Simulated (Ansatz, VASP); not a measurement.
**KI in VASP and in Ansatz**

File POSCAR:

```
KI
1.0
    0.0000000000      3.5442850250      3.5442850250
    3.5442850250      0.0000000000      3.5442850250
    3.5442850250      3.5442850250      0.0000000000
K I
1 1
Direct
    0.0000000000      0.0000000000      0.0000000000
    0.5000000000      0.5000000000      0.5000000000
```

INCAR.step1

```
  PREC = Accurate
  ENCUT = 520
  ISMEAR = -5
  SIGMA = 0.1
  LREAL = F
  LASPH = T
  NELM = 80
  NBANDS = 15
  GGA = PE
  ALGO = Normal
  EDIFF = 1E-4
  LWAVE = T
  LCHARG = F
```

Contents of INCAR.step2:

```
  PREC = Accurate
  ENCUT = 520
  EDIFF = 1E-7
  ISMEAR = -5
  SIGMA = 0.1
  LREAL = F
  LASPH = T
  NELM = 80
  ALGO = Normal
  ISIF = 2
  LWAVE = F
  LCHARG = T
  METAGGA = R2SCAN
  LMIXTAU = T
  LELF = T
  LVHAR = T
  NBANDS = 15
  ISTART = 1
```

File KPOINTS:

```
regular mesh
0
Gamma
  4 4 4
```

Input for Ansatz:

```yaml
crystal:
  lattice:
    - [0.0, 3.544285025, 3.544285025]
    - [3.544285025, 0.0, 3.544285025]
    - [3.544285025, 3.544285025, 0.0]
  atoms:
    - { symbol: K, position: [0.0, 0.0, 0.0] }
    - { symbol: I, position: [0.5, 0.5, 0.5] }
kpoints:
  mp_grid: { grid: [4, 4, 4] }
hamiltonian:
  xc: r2scan
scf:
  occupations: { method: tetrahedron }
  n_extra_bands: 4
output:
  forces: true
  stress: true
  eigenvalues: true
```

Alike in both runs: task single point; functional r2SCAN; k mesh 4 × 4 × 4; occupations tetrahedron; no spin polarisation.

|  | VASP | Ansatz |
| --- | --- | --- |
| version | VASP 6.6.1 | Ansatz 0.2.0 |
| potentials or method | VASP PAW PBE potentials, release 64 (K_sv, I) | plane waves |
| plane-wave cutoff (eV) | 520 | 500 |
| valence electrons in the cell | 16 | 26 |

```tsv
	VASP	Ansatz	Ansatz less VASP
gap on the k mesh at the Fermi level (eV)	4.58	4.59	+0.003
pressure (GPa)	0.0	0.0	0.00
```

VASP's potentials were made for PBE, not for r2SCAN. With one functional, cell and mesh, what is left measures potentials, basis and numerics. VASP's potentials hold 16 valence electrons a cell and Ansatz's 26, so a difference there can come from the potentials and not from the codes. Ansatz's warnings: band table not solved further, tetrahedron derivatives may miss energy slope.

Neither program's run includes spin-orbit coupling.
